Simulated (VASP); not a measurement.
Runs of VASP 6.6.1 on Be2Si. The structure is cubic, space group Fm-3m (No. 225). The conventional cell has a = 5.283 Å, b = 5.283 Å, c = 5.283 Å, α = 90.00°, β = 90.00°, γ = 90.00°. Si (site symmetry m-3m) has 8 Be at 2.29 Å within 3.0 Å. Be (site symmetry -43m) has 4 Si at 2.29 Å and 6 Be at 2.64 Å within 3.0 Å. 

```tsv
level	k mesh	cutoff (eV)	smearing	grid for exact exchange (PRECFOCK)	share of exact exchange	screening parameter	gap on the mesh (eV)	pressure (GPa)
PBEsol	2 × 2 × 2	600	fermi-dirac 0.02 eV	-	-	-	none	10.7
PBEsol	5 × 5 × 5	600	fermi-dirac 0.02 eV	-	-	-	none	-1.1
r2SCAN	6 × 6 × 6	660	fermi-dirac 0.02 eV	-	-	-	none	(b)
PBEsol	6 × 6 × 6	600	fermi-dirac 0.5 eV	-	-	-	none	-0.5
PBEsol	6 × 6 × 6	600	fermi-dirac 0.02 eV	-	-	-	none	-1.1
PBE-based screened hybrid with 15 % exact exchange	4 × 4 × 4	520	fermi-dirac 0.02 eV	Normal	0.15	0.5 1/Å	none	0.2
PBEsol+D4	6 × 6 × 6	600	fermi-dirac 0.02 eV	-	-	-	none	67.3
HSE06	4 × 4 × 4	520	fermi-dirac 0.02 eV	Normal	0.25	0.2079 1/Å	none	(a)
PBEsol	6 × 6 × 6	600	methfessel-paxton 0.2 eV	-	-	-	none	-1.1
PBEsol	6 × 6 × 6	600	gaussian 0.2 eV	-	-	-	none	-1.1
```

Alike in all rows: task single point; potentials or basis VASP PAW PBE potentials, release 64 (Si, Be); no spin polarisation; cell as given.

Q: Fill in the values left out.

A: (a) -0.3; (b) 0.1.

Caveats: some runs use coarse meshes; the PAW data sets were made with another functional, which shifts forces and pressure a little; so wide a smearing shifts energies and pressures (at least some runs); the cell stands under pressure (at least some runs).

A gap of «none» marks levels without a gap at the run's occupations.
